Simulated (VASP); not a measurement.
# Ti3Ag (P4/mmm) in VASP: notebook

Ti3Ag is run at these levels: LDA; tasks: electric field gradients.

Program: VASP 6.6.1. These are calculated values, not measurements. Logs are shortened: lines on timing, memory, paths and dates and some standing lists are left out, and cuts for length are marked.

### 1 The cell of the first run

Symmetry: P4/mmm, No. 123, tetragonal system. Conventional cell: a = 4.102 Å, b = 4.102 Å, c = 3.869 Å, α = 90.00°, β = 90.00°, γ = 90.00°. Within 3.7 Å of Ti (site symmetry mmm) lie 8 Ti at 2.82 to 2.90 Å and 4 Ag at 2.82 Å. Within 3.7 Å of Ti (site symmetry 4/mmm) lie 8 Ti at 2.82 Å and 4 Ag at 2.90 Å. Ag (site symmetry 4/mmm) has 12 Ti at 2.82 to 2.90 Å within 3.7 Å.

### 2 Electric field gradients, LDA (16.27 Å³/atom)

Input file INCAR:

```
SYSTEM = Ti3Ag
  PREC = Accurate
  ENCUT = 520
  EDIFF = 1E-8
  ISMEAR = -1
  SIGMA = 0.08
  LREAL = .FALSE.
  LASPH = .TRUE.
  NELM = 60
  ALGO = Normal
  ISIF = 2
  LWAVE = .FALSE.
  LCHARG = .FALSE.
  GGA = CA
  LEFG = .TRUE.
  NBANDS = 32
```

Input file KPOINTS:

```
regular mesh
0
G
  9 9 9
  0 0 0
```

Input file POSCAR:

```
Ti3Ag
1.0
    4.1015270372      0.0000000000      0.0000000000
    0.0000000000      4.1015270372      0.0000000000
    0.0000000000      0.0000000000      3.8693651294
Ti Ag
3 1
Direct
    0.0000000000      0.5000000000      0.5000000000
    0.5000000000      0.0000000000      0.5000000000
    0.5000000000      0.5000000000      0.0000000000
    0.0000000000      0.0000000000      0.0000000000
```

Potentials or basis: VASP PAW LDA potentials, release 64 (Ti_sv, Ag).

The run is started by

```bash
cat potpaw_LDA.64/Ti_sv/POTCAR potpaw_LDA.64/Ag/POTCAR > POTCAR
mpirun -np 1 vasp_std > vasp.out
```

OUTCAR:

```text
SYSTEM = Ti3Ag
   PREC = Accurate
   ENCUT = 520
   EDIFF = 1E-8
   ISMEAR = -1
   LREAL = .FALSE.
   LASPH = .TRUE.
   NELM = 60
   ISIF = 2
   GGA = CA

 ion  position               nearest neighbor table
   1  0.000  0.500  0.500-   3 2.82   4 2.82   3 2.82   4 2.82   4 2.82   4 2.82   3 2.82   3 2.82
                             2 2.90   2 2.90   2 2.90   2 2.90
   2  0.500  0.000  0.500-   3 2.82   4 2.82   3 2.82   4 2.82   3 2.82   3 2.82   4 2.82   4 2.82
                             1 2.90   1 2.90   1 2.90   1 2.90
   3  0.500  0.500  0.000-   1 2.82   2 2.82   1 2.82   2 2.82   2 2.82   2 2.82   1 2.82   1 2.82
                             4 2.90   4 2.90   4 2.90   4 2.90
   4  0.000  0.000  0.000-   1 2.82   2 2.82   1 2.82   2 2.82   1 2.82   1 2.82   2 2.82   2 2.82
                             3 2.90   3 2.90   3 2.90   3 2.90

  LATTYP: Found a simple tetragonal cell.
 ALAT       =     4.1015270372
 C/A-ratio  =     0.9433962264

  Lattice vectors:

 A1 = (   4.1015270372,   0.0000000000,   0.0000000000)
 A2 = (   0.0000000000,   4.1015270372,   0.0000000000)
 A3 = (   0.0000000000,   0.0000000000,   3.8693651294)

Analysis of symmetry for initial positions (statically):
=====================================================================
 Subroutine PRICEL returns:
 Original cell was already a primitive cell.

 Routine SETGRP: Setting up the symmetry group for a
 simple tetragonal supercell.

 Subroutine GETGRP returns: Found 16 space group operations
 (whereof 16 operations were pure point group operations)
 out of a pool of 16 trial point group operations.

The static configuration has the point symmetry D_4h.

Analysis of symmetry for dynamics (positions and initial velocities):
=====================================================================
 Subroutine PRICEL returns:
 Original cell was already a primitive cell.

 Routine SETGRP: Setting up the symmetry group for a
 simple tetragonal supercell.

 Subroutine GETGRP returns: Found 16 space group operations
 (whereof 16 operations were pure point group operations)
 out of a pool of 16 trial point group operations.

The dynamic configuration has the point symmetry D_4h.

 Subroutine INISYM returns: Found 16 space group operations
 (whereof 16 operations are pure point group operations),
 and found     1 'primitive' translations

----------------------------------------------------------------------------------------

                                     Primitive cell

  volume of cell :      65.0925

  direct lattice vectors                    reciprocal lattice vectors
     4.101527037  0.000000000  0.000000000     0.243811632  0.000000000  0.000000000
     0.000000000  4.101527037  0.000000000     0.000000000  0.243811632  0.000000000
     0.000000000  0.000000000  3.869365129     0.000000000  0.000000000  0.258440330

  length of vectors
     4.101527037  4.101527037  3.869365129     0.243811632  0.243811632  0.258440330

  position of ions in fractional coordinates (direct lattice)
     0.000000000  0.500000000  0.500000000
     0.500000000  0.000000000  0.500000000
     0.500000000  0.500000000  0.000000000
     0.000000000  0.000000000  0.000000000

  ion indices of the primitive-cell ions
   primitive index   ion index
                 1           1
                 2           2
                 3           3
                 4           4

----------------------------------------------------------------------------------------

 KPOINTS: regular mesh

Automatic generation of k-mesh.
 Grid dimensions read from file:
 generate k-points for:    9    9    9

 Generating k-lattice:

  Cartesian coordinates                     Fractional coordinates (reciprocal lattice)
[... 39 lines left out ...]
  0.333333  0.111111  0.111111     16.000000
  0.444444  0.111111  0.111111     16.000000
 [... further k-points ...]
   k-points           NKPTS =     75   k-points in BZ     NKDIM =     75   number of bands    NBANDS=     32
   number of dos      NEDOS =    301   number of ions     NIONS =      4
   total plane-waves  NPLWV =  30720
   dimension x,y,z NGX =    32 NGY =   32 NGZ =   30
   dimension x,y,z NGXF=    64 NGYF=   64 NGZF=   60
   ions per type =               3   1
   NGX,Y,Z   is equivalent  to a cutoff of  12.97, 12.97, 12.89 a.u.
   NGXF,Y,Z  is equivalent  to a cutoff of  25.94, 25.94, 25.78 a.u.
 SYSTEM =  Ti3Ag
   PREC   = accura    normal or accurate (medium, high low for compatibility)
   ISTART =      0    job   : 0-new  1-cont  2-samecut
   ICHARG =      2    charge: 1-file 2-atom 10-const
   ISPIN  =      1    spin polarized calculation?
   LNONCOLLINEAR =      F non collinear calculations
   LSORBIT =      F    spin-orbit coupling
   LASPH  =      T    aspherical Exc in radial PAW
   ENCUT  =  520.0 eV  38.22 Ry    6.18 a.u.   7.63  7.63  7.19*2*pi/ulx,y,z
   NELM   =     60;   NELMIN=  2; NELMDL= -5     # of ELM steps
   EDIFF  = 0.1E-07   stopping-criterion for ELM
   LREAL  =      F    real-space projection
   EDIFFG = 0.1E-06   stopping-criterion for IOM
   NSW    =      0    number of steps for IOM
   IBRION =     -1    ionic relax: 0-MD 1-quasi-New 2-CG
   NFREE  =      0    steps in history (QN), initial steepest desc. (CG)
   ISIF   =      2    stress and relaxation
   ISYM   =      2    0-nonsym 1-usesym 2-fastsym
   POTIM  = 0.5000    time-step for ionic-motion
   TEBEG  =    0.0;   TEEND  =   0.0 temperature during run
   PSTRESS=    0.0 pullay stress
   NELECT =      47.0000    total number of electrons
   NUPDOWN=      -1.0000    fix difference up-down
   EMIN   =  10.00;   EMAX   =-10.00  energy-range for DOS
   EFERMI =   0.00;   METHOD = LEGACY
   ISMEAR =    -1;   SIGMA  =   0.08  broadening in eV -4-tet -1-fermi 0-gaus
   EFERMI_NEDOS =   21; number of points for ismear=-14 and -15
   IALGO  =     38    algorithm
   IMIX   =      4    mixing-type and parameters
     AMIX     =   0.40;   BMIX     =  1.00
     AMIX_MAG =   1.60;   BMIX_MAG =  1.00
  volume/ion in A,a.u.               =      16.27       109.82
  Fermi-wavevector in a.u.,A,eV,Ry     =   1.468691  2.775424 29.348499  2.157054
  Thomas-Fermi vector in A             =   2.584158
   LORBIT       =      0    0 simple, 1 ext, 2 COOP (PROOUT), +10 PAW based schemes
   GGA     = CA    functional components
   LHFCALC =     F    Hartree Fock is set to
   AEXX    =    0.0000 exact exchange contribution
   IVDW    =     0    specifies the selected vdW correction
   LEPSILON=     F    determine dielectric tensor
   LRPA    =     F    only Hartree local field effects (RPA)
 non-spin polarized calculation
  energy-cutoff  :      520.00
  volume of cell :       65.09
 maximum number of plane-waves:      1778
 NGX is ok and might be reduce to    32
   NGX = 15   NGY = 15   NGZ = 15

 number of electron      47.0000013 magnetization

 Free energy of the ion-electron system (eV)
  ---------------------------------------------------
  ext. energy  EPLUGINS =         0.00000000
  ---------------------------------------------------
  free energy    TOTEN  =       -29.26698758 eV

  energy without entropy =      -29.11969267  energy(sigma->0) =      -29.19334012

 E-fermi :   8.7969     XC(G=0): -12.2972

 val. band max:        8.7960308242   @ k =   0.3333   0.3333   0.3333
 cond. band min:       8.8019404521   @ k =   0.1111   0.1111   0.0000
 fundamental gap:      0.0059096279
 Fermi energy:         8.7969188869

 k-point     1 :       0.0000    0.0000    0.0000
  band No.  band energies     occupation
      1     -47.1654      2.00000
      2     -47.0377      2.00000
      3     -46.9348      2.00000
      4     -24.0053      2.00000
      5     -24.0053      2.00000
      6     -23.9776      2.00000
[... 829 lines left out ...]
     31      11.1904      0.00000
     32      11.3622      0.00000

 [... further k-points ...]
[... 5 lines left out ...]
  --------------------------------------------------------------------------------------
  -------------------------------------------------------------------------------------
  Total       -1.5953924     -1.5953924     -0.7013789      0.0000000      0.0000000      0.0000000
  in kB      -39.2687640    -39.2687640    -17.2636413      0.0000000      0.0000000      0.0000000
  external PRESSURE =     -31.9337231 kB  Pullay stress =       0.0000000 kB

 VOLUME and BASIS-vectors are now :
 -----------------------------------------------------------------------------
  energy-cutoff  :      520.00
  volume of cell :       65.09
      direct lattice vectors                 reciprocal lattice vectors
     4.101527037  0.000000000  0.000000000     0.243811632  0.000000000  0.000000000
     0.000000000  4.101527037  0.000000000     0.000000000  0.243811632  0.000000000
     0.000000000  0.000000000  3.869365129     0.000000000  0.000000000  0.258440330

 POSITION                                       TOTAL-FORCE (eV/Angst)
 -----------------------------------------------------------------------------------
      0.00000      2.05076      1.93468         0.000000      0.000000      0.000000
      2.05076      0.00000      1.93468         0.000000      0.000000      0.000000
      2.05076      2.05076      0.00000         0.000000      0.000000      0.000000
      0.00000      0.00000      0.00000         0.000000      0.000000      0.000000
 -----------------------------------------------------------------------------------
    total drift:                                0.000000     -0.000000     -0.000000

  FREE ENERGIE OF THE ION-ELECTRON SYSTEM (eV)
  ---------------------------------------------------
  free  energy   TOTEN  =       -29.2669875767 eV

  energy  without entropy=      -29.1196926733  energy(sigma->0) =      -29.19334012

 Electric field gradients (V/A^2)
---------------------------------------------------------------------
 ion       V_xx      V_yy      V_zz      V_xy      V_xz      V_yz
---------------------------------------------------------------------
   1       6.391    -4.016    -2.375     0.000     0.000    -0.000
   2      -4.016     6.391    -2.375    -0.000    -0.000    -0.000
   3       1.681     1.681    -3.363     0.000    -0.000    -0.000
   4      -1.409    -1.409     2.819    -0.000     0.000     0.000
---------------------------------------------------------------------

 Electric field gradients after diagonalization (V/A^2)
 (convention: |V_zz| > |V_xx| > |V_yy|)
----------------------------------------------------------------------
 ion       V_xx      V_yy      V_zz     asymmetry (V_yy - V_xx)/ V_zz
----------------------------------------------------------------------
   1      -4.016    -2.375     6.391       0.257
   2      -4.016    -2.375     6.391       0.257
   3       1.681     1.681    -3.363       0.000
   4      -1.409    -1.409     2.819       0.000
----------------------------------------------------------------------

           NMR quadrupolar parameters

 Cq : quadrupolar parameter    Cq=e*Q*V_zz/h
 eta: asymmetry parameters     (V_yy - V_xx)/ V_zz
 Q  : nuclear electric quadrupole moment in mb (millibarn)
----------------------------------------------------------------------
 ion       Cq(MHz)       eta       Q (mb)
----------------------------------------------------------------------
   1       0.015       0.257       1.000
   2       0.015       0.257       1.000
   3      -0.008       0.000       1.000
   4       0.007       0.000       1.000
----------------------------------------------------------------------
```

Run time: 3.9 min. Hardware: 1 thread of Intel Xeon 8259CL, shared host; peak memory 0.26 GiB.

What came out:

```
Free energy                             : -29.2670 eV
Pressure                                : -3.2 GPa
Band gap on the k mesh                  : zero (an odd number of electrons rules out a gap without spin polarisation)
Largest electric field gradient by atom : Ti +6.4, -3.4 (each value once); Ag +2.8 V/Å²
```

Electric field gradients, principal values (V/Å²):
| atom | least | middle | greatest (by size) |
| --- | --- | --- | --- |
| 1 Ti | -2.375 | -4.016 | 6.391 |
| 2 Ti | -2.375 | -4.016 | 6.391 |
| 3 Ti | 1.681 | 1.681 | -3.363 |
| 4 Ag | -1.409 | -1.409 | 2.819 |

Caveat: the cell stands under tension; without QUAD_EFG the Cq values of the log hold for a quadrupole moment of 1 mb, not for the nuclei.

[end of part 1 of 3]
